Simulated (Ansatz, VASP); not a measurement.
**Hf: VASP beside Ansatz**

Contents of INCAR:

```
SYSTEM = Hf
PREC = Accurate
ENCUT = 520
EDIFF = 1E-6
ISMEAR = 0
SIGMA = 0.1
LREAL = .FALSE.
LASPH = .TRUE.
NELM = 80
ALGO = Fast
ISIF = 2
LWAVE = .FALSE.
LCHARG = .FALSE.
LDIPOL = .TRUE.
IDIPOL = 3
DIPOL = 0.5 0.5 0.500
GGA = PE
NBANDS = 33
```

The input KPOINTS:

```
regular mesh
0
G
  12 12 1
  0 0 0
```

Contents of POSCAR:

```
Hf
1.0
    3.2047645027      0.0000000000      0.0000000000
   -1.6023822513      2.7754074724      0.0000000000
    0.0000000000      0.0000000000     25.1351545635
Hf
5
Direct
    0.3333333333      0.6666666667      0.2983868661
    0.6666666667      0.3333333333      0.3991934331
    0.3333333333      0.6666666667      0.5000000000
    0.6666666667      0.3333333333      0.6008065669
    0.3333333333      0.6666666667      0.7016131339
```

Input for Ansatz:

```yaml
crystal:
  lattice:
    - [3.2047645027, 0.0, 0.0]
    - [-1.6023822513, 2.7754074724, 0.0]
    - [0.0, 0.0, 25.1351545635]
  atoms:
    - { symbol: Hf, position: [0.3333333333, 0.6666666667, 0.2983868661] }
    - { symbol: Hf, position: [0.6666666667, 0.3333333333, 0.3991934331] }
    - { symbol: Hf, position: [0.3333333333, 0.6666666667, 0.5] }
    - { symbol: Hf, position: [0.6666666667, 0.3333333333, 0.6008065669] }
    - { symbol: Hf, position: [0.3333333333, 0.6666666667, 0.7016131339] }
basis:
  ecutwfc: 420
kpoints:
  mp_grid: { grid: [12, 12, 1] }
hamiltonian:
  xc: pbe
scf:
  occupations: { method: gaussian, width: 0.1 }
output:
  forces: true
  eigenvalues: true
  write_density: true
  write_potential: true
  elf: true
  volumetric_format: npy
efield:
  axis: 3
  dipole_correction: true
  ramp_width: 0.04
```

Alike in both runs: task single point; functional PBE; k mesh 12 × 12 × 1; occupations gaussian, width 0.1 eV; no spin polarisation.

|  | VASP | Ansatz |
| --- | --- | --- |
| version | VASP 6.6.1 | Ansatz 0.2.0 |
| potentials or method | VASP PAW PBE potentials, release 64 (Hf_pv), cutoff 520 eV | scalar-relativistic, plane waves, PAW |
| valence electrons in the cell | 50 | 130 |

|  | VASP | Ansatz | Ansatz less VASP |
| --- | --- | --- | --- |
| gap on the k mesh at the Fermi level (eV) | none | none | - |
| rms of the force components (eV/Å) | 0.381 | 0.369 | -0.0118 |

Atom by atom the forces differ by 0.014 eV/Å (rms over components). A gap of «none» marks a metal or a gap that the smearing closes. VASP's potentials hold 50 valence electrons a cell and Ansatz's 130, so a difference there can come from the potentials and not from the codes. Ansatz's warnings: xc potential rough in thin density.

Spin-orbit coupling is off throughout.
